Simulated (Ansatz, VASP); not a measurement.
**Ru: VASP beside Ansatz**

```
CELL_PARAMETERS angstrom
0.00000 1.90531 1.90531
1.90531 0.00000 1.90531
1.90531 1.90531 0.00000
ATOMIC_POSITIONS crystal
Ru 0.00000 0.00000 0.00000
```

Alike in both runs: functional PBE; k mesh 24 × 24 × 24; occupations gaussian, width 0.1 eV; no spin polarisation.

Ansatz relaxed the structure, and its values are those at the end. VASP's run is a single point on that final structure, the one shown.

|  | VASP | Ansatz |
| --- | --- | --- |
| version | VASP 6.6.1 | Ansatz 0.2.0 |
| potentials or method | VASP PAW PBE potentials, release 64 (Ru_pv), cutoff 520 eV | scalar-relativistic, plane waves, PAW |
| valence electrons in the cell | 14 | 16 |

|  | VASP | Ansatz | Ansatz less VASP |
| --- | --- | --- | --- |
| gap on the k mesh at the Fermi level (eV) | none | none | - |
| pressure (GPa) | -0.1 | 0.0 | +0.09 |

A gap of «none» marks a metal or a gap that the smearing closes. VASP's potentials hold 14 valence electrons a cell and Ansatz's 16, so a difference there can come from the potentials and not from the codes.
